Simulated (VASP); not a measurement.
# ZnCo (P-6m2) in VASP: single point with LDA

Aim: the single point of ZnCo with LDA.

Program: VASP 6.6.1. These are calculated values, not measurements. Logs are shortened: lines on timing, memory, paths and dates and some standing lists are left out, and cuts for length are marked.

## 1. The cell of the first run

Symmetry: P-6m2, No. 187, hexagonal system. Conventional cell: a = 2.607 Å, b = 2.607 Å, c = 4.172 Å, α = 90.00°, β = 90.00°, γ = 120.00°. Zn (site symmetry -6m2) has 6 Co at 2.57 Å and 6 Zn at 2.61 Å within 3.4 Å. Within 3.4 Å of Co (site symmetry -6m2) lie 6 Zn at 2.57 Å and 6 Co at 2.61 Å.

## 2. Single point, LDA, collinear spin, ferromagnetic start

INCAR

```
SYSTEM = ZnCo
PREC     = Accurate       ! precision mode
ENCUT    = 600            ! plane-wave cutoff, eV
EDIFF    = 1E-6           ! SCF threshold, eV
ISMEAR   = -1             ! smearing method
SIGMA    = 0.1            ! smearing width, eV
LREAL    = .False.        ! projectors in reciprocal space
LASPH    = .True.         ! aspherical terms in the spheres
NELM     = 200            ! most SCF steps
ALGO     = Normal         ! electronic algorithm
ISIF     = 2              ! what is computed and relaxed
LWAVE    = .False.        ! write WAVECAR
LCHARG   = .True.         ! write CHGCAR
ISPIN    = 2              ! spin polarisation
MAGMOM   = 0 2            ! initial moments
LORBIT   = 11             ! projections on sites
LMAXMIX  = 4              ! l up to which the mixer works
GGA      = CA             ! functional
LELF     = .True.         ! ELF
LVHAR    = .True.       
NBANDS   = 26             ! bands
GGA_COMPAT= .False.
```

KPOINTS

```
regular mesh
0
Gamma
  14 14 8
  0 0 0
```

POSCAR

```
ZnCo
1.0
    2.6072238118      0.0000000000      0.0000000000
   -1.3036119059      2.2579220543      0.0000000000
    0.0000000000      0.0000000000      4.1716830000
Zn Co
1 1
Direct
    0.6666666667      0.3333333333      0.0000000000
    0.0000000000      0.0000000000      0.5000000000
```

Potentials or basis: VASP PAW LDA potentials, release 64 (Zn, Co_sv).

On the command line:

```bash
$ cat potpaw_LDA.64/Zn/POTCAR potpaw_LDA.64/Co_sv/POTCAR > POTCAR
$ mpirun -np 1 vasp_std > vasp.out
```

OUTCAR:

```text
SYSTEM = ZnCo
   PREC = Accurate
   ENCUT = 600
   EDIFF = 1E-6
   ISMEAR = -1
   LREAL = .False.
   LASPH = .True.
   NELM = 200
   ISIF = 2
   ISPIN = 2
   LORBIT = 11
   GGA = CA

 ion  position               nearest neighbor table
   1  0.667  0.333  0.000-   2 2.57   2 2.57   2 2.57   2 2.57   2 2.57   2 2.57
   2  0.000  0.000  0.500-   1 2.57   1 2.57   1 2.57   1 2.57   1 2.57   1 2.57

  LATTYP: Found a hexagonal cell.
 ALAT       =     2.6072238118
 C/A-ratio  =     1.6000479058

  Lattice vectors:

 A1 = (   2.6072238118,   0.0000000000,   0.0000000000)
 A2 = (  -1.3036119059,   2.2579220543,   0.0000000000)
 A3 = (   0.0000000000,   0.0000000000,   4.1716830000)

Analysis of symmetry for initial positions (statically):
=====================================================================
 Subroutine PRICEL returns:
 Original cell was already a primitive cell.

 Routine SETGRP: Setting up the symmetry group for a
 hexagonal supercell.

 Subroutine GETGRP returns: Found 12 space group operations
 (whereof 12 operations were pure point group operations)
 out of a pool of 24 trial point group operations.

The static configuration has the point symmetry D_3h.

Analysis of symmetry for dynamics (positions and initial velocities):
=====================================================================
 Subroutine PRICEL returns:
 Original cell was already a primitive cell.

 Routine SETGRP: Setting up the symmetry group for a
 hexagonal supercell.

 Subroutine GETGRP returns: Found 12 space group operations
 (whereof 12 operations were pure point group operations)
 out of a pool of 24 trial point group operations.

The dynamic configuration has the point symmetry D_3h.

Analysis of structural, dynamic, and magnetic symmetry:
=====================================================================
 Subroutine PRICEL returns:
 Original cell was already a primitive cell.

 Routine SETGRP: Setting up the symmetry group for a
 hexagonal supercell.

 Subroutine GETGRP returns: Found 12 space group operations
 (whereof 12 operations were pure point group operations)
 out of a pool of 24 trial point group operations.

The overall configuration has the point symmetry D_3h.

 Subroutine INISYM returns: Found 12 space group operations
 (whereof 12 operations are pure point group operations),
 and found     1 'primitive' translations

----------------------------------------------------------------------------------------

                                     Primitive cell

  volume of cell :      24.5583

  direct lattice vectors                    reciprocal lattice vectors
     2.607223812  0.000000000  0.000000000     0.383549734  0.221442542  0.000000000
    -1.303611906  2.257922054  0.000000000     0.000000000  0.442885085  0.000000000
     0.000000000  0.000000000  4.171683000     0.000000000  0.000000000  0.239711407

  length of vectors
     2.607223812  2.607223812  4.171683000     0.442885085  0.442885085  0.239711407

  position of ions in fractional coordinates (direct lattice)
     0.666666667  0.333333333  0.000000000
     0.000000000  0.000000000  0.500000000

  ion indices of the primitive-cell ions
   primitive index   ion index
                 1           1
                 2           2

----------------------------------------------------------------------------------------

 KPOINTS: regular mesh

Automatic generation of k-mesh.
 Grid dimensions read from file:
 generate k-points for:   14   14    8

 Generating k-lattice:

  Cartesian coordinates                     Fractional coordinates (reciprocal lattice)
     0.027396410  0.015817324  0.000000000     0.071428571  0.000000000  0.000000000
     0.000000000  0.031634649  0.000000000     0.000000000  0.071428571  0.000000000
     0.000000000  0.000000000  0.029963926     0.000000000  0.000000000  0.125000000

  Length of vectors
     0.031634649  0.031634649  0.029963926

  Shift w.r.t. Gamma in fractional coordinates (k-lattice)
     0.000000000  0.000000000  0.000000000

 Subroutine IBZKPT returns following result:
 ===========================================

 Found    120 irreducible k-points:

 Following reciprocal coordinates:
            Coordinates               Weight
  0.000000  0.000000  0.000000      1.000000
  0.071429  0.000000  0.000000      6.000000
  0.142857  0.000000  0.000000      6.000000
  0.214286  0.000000  0.000000      6.000000
  0.285714  0.000000  0.000000      6.000000
  0.357143  0.000000  0.000000      6.000000
[... 16 lines left out ...]
  0.285714  0.285714  0.000000      6.000000
  0.357143  0.285714  0.000000      6.000000
 [... further k-points ...]
   k-points           NKPTS =    120   k-points in BZ     NKDIM =    120   number of bands    NBANDS=     26
   number of dos      NEDOS =    301   number of ions     NIONS =      2
   total plane-waves  NPLWV =  20736
   dimension x,y,z NGX =    24 NGY =   24 NGZ =   36
   dimension x,y,z NGXF=    48 NGYF=   48 NGZF=   72
   ions per type =               1   1
   NGX,Y,Z   is equivalent  to a cutoff of  15.30, 15.30, 14.35 a.u.
   NGXF,Y,Z  is equivalent  to a cutoff of  30.61, 30.61, 28.69 a.u.
 SYSTEM =  ZnCo
   PREC   = accura    normal or accurate (medium, high low for compatibility)
   ISTART =      0    job   : 0-new  1-cont  2-samecut
   ICHARG =      2    charge: 1-file 2-atom 10-const
   ISPIN  =      2    spin polarized calculation?
   LNONCOLLINEAR =      F non collinear calculations
   LSORBIT =      F    spin-orbit coupling
   LASPH  =      T    aspherical Exc in radial PAW
   ENCUT  =  600.0 eV  44.10 Ry    6.64 a.u.   5.21  5.21  8.33*2*pi/ulx,y,z
   NELM   =    200;   NELMIN=  2; NELMDL= -5     # of ELM steps
   EDIFF  = 0.1E-05   stopping-criterion for ELM
   LREAL  =      F    real-space projection
   EDIFFG = 0.1E-04   stopping-criterion for IOM
   NSW    =      0    number of steps for IOM
   IBRION =     -1    ionic relax: 0-MD 1-quasi-New 2-CG
   NFREE  =      0    steps in history (QN), initial steepest desc. (CG)
   ISIF   =      2    stress and relaxation
   ISYM   =      2    0-nonsym 1-usesym 2-fastsym
   POTIM  = 0.5000    time-step for ionic-motion
   TEBEG  =    0.0;   TEEND  =   0.0 temperature during run
   PSTRESS=    0.0 pullay stress
   NELECT =      29.0000    total number of electrons
   NUPDOWN=      -1.0000    fix difference up-down
   EMIN   =  10.00;   EMAX   =-10.00  energy-range for DOS
   EFERMI =   0.00;   METHOD = LEGACY
   ISMEAR =    -1;   SIGMA  =   0.10  broadening in eV -4-tet -1-fermi 0-gaus
   EFERMI_NEDOS =   21; number of points for ismear=-14 and -15
   IALGO  =     38    algorithm
   IMIX   =      4    mixing-type and parameters
     AMIX     =   0.40;   BMIX     =  1.00
     AMIX_MAG =   1.60;   BMIX_MAG =  1.00
  volume/ion in A,a.u.               =      12.28        82.86
  Fermi-wavevector in a.u.,A,eV,Ry     =   1.730379  3.269943 40.738734  2.994213
  Thomas-Fermi vector in A             =   2.804946
   LORBIT       =     11    0 simple, 1 ext, 2 COOP (PROOUT), +10 PAW based schemes
   GGA     = CA    functional components
   LHFCALC =     F    Hartree Fock is set to
   AEXX    =    0.0000 exact exchange contribution
   IVDW    =     0    specifies the selected vdW correction
   LEPSILON=     F    determine dielectric tensor
   LRPA    =     F    only Hartree local field effects (RPA)
 spin polarized calculation
  energy-cutoff  :      600.00
  volume of cell :       24.56
 maximum number of plane-waves:       834
 NGX is ok and might be reduce to    24
   NGX = 11   NGY = 11   NGZ = 17

 number of electron      29.0000024 magnetization       1.1389484

 Free energy of the ion-electron system (eV)
  ---------------------------------------------------
  ext. energy  EPLUGINS =         0.00000000
  ---------------------------------------------------
  free energy    TOTEN  =        -9.95640064 eV

  energy without entropy =       -9.87811815  energy(sigma->0) =       -9.91725940

 E-fermi :   6.7461     XC(G=0): -13.3005

 val. band max:        6.7443133228   @ k =   0.5000   0.0000   0.1250
 cond. band min:       6.7469305177   @ k =   0.2857   0.0000   0.5000
 fundamental gap:      0.0026171949
 Fermi energy:         6.7461212609

 spin component 1

 k-point     1 :       0.0000    0.0000    0.0000
  band No.  band energies     occupation
      1     -87.5649      1.00000
      2     -51.3525      1.00000
      3     -51.3525      1.00000
      4     -51.3113      1.00000
      5      -3.3879      1.00000
      6      -1.1874      1.00000
[... 18 lines left out ...]
     25      34.2961      0.00000
     26      34.4620      0.00000

 k-point     2 :       0.0714    0.0000    0.0000
  band No.  band energies     occupation
      1     -87.5639      1.00000
      2     -51.3594      1.00000
      3     -51.3538      1.00000
      4     -51.3099      1.00000
      5      -3.2285      1.00000
      6      -1.1484      1.00000
[... 18 lines left out ...]
     25      31.5752      0.00000
     26      33.7058      0.00000

 k-point     3 :       0.1429    0.0000    0.0000
  band No.  band energies     occupation
      1     -87.5610      1.00000
      2     -51.3810      1.00000
      3     -51.3594      1.00000
      4     -51.3071      1.00000
      5      -2.7626      1.00000
      6      -1.0499      1.00000
[... 572 lines left out ...]
 k-point    23 :       0.2857    0.2857    0.0000
  band No.  band energies     occupation
      1     -87.5427      1.00000
      2     -51.4753      1.00000
      3     -51.4360      1.00000
      4     -51.2889      1.00000
      5      -0.9640      1.00000
      6      -0.8627      1.00000
[... 18 lines left out ...]
     25      35.7583      0.00000
     26      38.5882      0.00000

 k-point    24 :       0.3571    0.2857    0.0000
  band No.  band energies     occupation
      1     -87.5421      1.00000
      2     -51.4704      1.00000
      3     -51.4474      1.00000
      4     -51.2883      1.00000
      5      -0.9160      1.00000
      6      -0.8380      1.00000
[... 18 lines left out ...]
     25      38.3969      0.00000
     26      39.5788      0.00000

 [... further k-points ...]

 spin component 2

 k-point     1 :       0.0000    0.0000    0.0000
  band No.  band energies     occupation
      1     -86.2282      1.00000
      2     -50.0881      1.00000
      3     -50.0206      1.00000
      4     -50.0206      1.00000
      5      -3.3680      1.00000
      6      -1.1841      1.00000
[... 18 lines left out ...]
     25      34.4087      0.00000
     26      34.4862      0.00000

 k-point     2 :       0.0714    0.0000    0.0000
  band No.  band energies     occupation
      1     -86.2272      1.00000
      2     -50.0867      1.00000
      3     -50.0279      1.00000
      4     -50.0220      1.00000
      5      -3.2082      1.00000
      6      -1.1459      1.00000
[... 18 lines left out ...]
     25      31.5865      0.00000
     26      33.8785      0.00000

 k-point     3 :       0.1429    0.0000    0.0000
  band No.  band energies     occupation
      1     -86.2242      1.00000
      2     -50.0837      1.00000
      3     -50.0509      1.00000
      4     -50.0279      1.00000
      5      -2.7410      1.00000
      6      -1.0488      1.00000
[... 572 lines left out ...]
 k-point    23 :       0.2857    0.2857    0.0000
  band No.  band energies     occupation
      1     -86.2049      1.00000
      2     -50.1511      1.00000
      3     -50.1092      1.00000
      4     -50.0644      1.00000
      5      -0.9623      1.00000
      6      -0.8551      1.00000
[... 18 lines left out ...]
     25      35.8357      0.00000
     26      38.6216      0.00000

 k-point    24 :       0.3571    0.2857    0.0000
  band No.  band energies     occupation
      1     -86.2043      1.00000
      2     -50.1458      1.00000
      3     -50.1213      1.00000
      4     -50.0637      1.00000
      5      -0.9135      1.00000
      6      -0.8272      1.00000
[... 18 lines left out ...]
     25      38.4637      0.00000
     26      39.2060      0.00000

 [... further k-points ...]

------------------------ aborting loop because EDIFF is reached ----------------------------------------

  FORCE on cell =-STRESS in cart. coord.  units (eV):
  Direction    XX          YY          ZZ          XY          YZ          ZX
  --------------------------------------------------------------------------------------
  -------------------------------------------------------------------------------------
  Total       -2.3573348     -2.3573348     -2.5012631      0.0000000      0.0000000     -0.0000000
  in kB     -153.7918415   -153.7918415   -163.1816813      0.0000000      0.0000000     -0.0000000
  external PRESSURE =    -156.9217881 kB  Pullay stress =       0.0000000 kB

 VOLUME and BASIS-vectors are now :
 -----------------------------------------------------------------------------
  energy-cutoff  :      600.00
  volume of cell :       24.56
      direct lattice vectors                 reciprocal lattice vectors
     2.607223812  0.000000000  0.000000000     0.383549734  0.221442542  0.000000000
    -1.303611906  2.257922054  0.000000000     0.000000000  0.442885085  0.000000000
     0.000000000  0.000000000  4.171683000     0.000000000  0.000000000  0.239711407

 POSITION                                       TOTAL-FORCE (eV/Angst)
 -----------------------------------------------------------------------------------
      1.30361      0.75264      0.00000        -0.000000      0.000000      0.000000
      0.00000      0.00000      2.08584         0.000000      0.000000      0.000000
 -----------------------------------------------------------------------------------
    total drift:                               -0.000000      0.000000      0.000000

  FREE ENERGIE OF THE ION-ELECTRON SYSTEM (eV)
  ---------------------------------------------------
  free  energy   TOTEN  =        -9.9564006392 eV

  energy  without entropy=       -9.8781181534  energy(sigma->0) =       -9.91725940

 total charge

# of ion       s       p       d       tot
------------------------------------------
    1        0.625   0.565   9.745  10.935
    2        2.211   6.085   6.747  15.043
--------------------------------------------------
tot          2.836   6.651  16.491  25.978

 magnetization (x)

# of ion       s       p       d       tot
------------------------------------------
    1       -0.008  -0.019  -0.000  -0.028
    2       -0.000  -0.004   1.193   1.189
--------------------------------------------------
tot         -0.009  -0.023   1.193   1.161
```

Run time: 3.1 min. Hardware: 1 thread of AMD EPYC 7R13 (Zen 3), shared host; peak memory 0.22 GiB.

What came out:

| Quantity | Value |
| --- | --- |
| Free energy | -9.9564 eV |
| Pressure | -15.7 GPa |
| Net moment | 1.14 μB per cell |
| Site moments | Zn -0.03; Co +1.19 μB |
| Valence electrons inside the program's atomic spheres | Zn 10.94; Co 15.04 |

Caveat: the cell stands under tension.
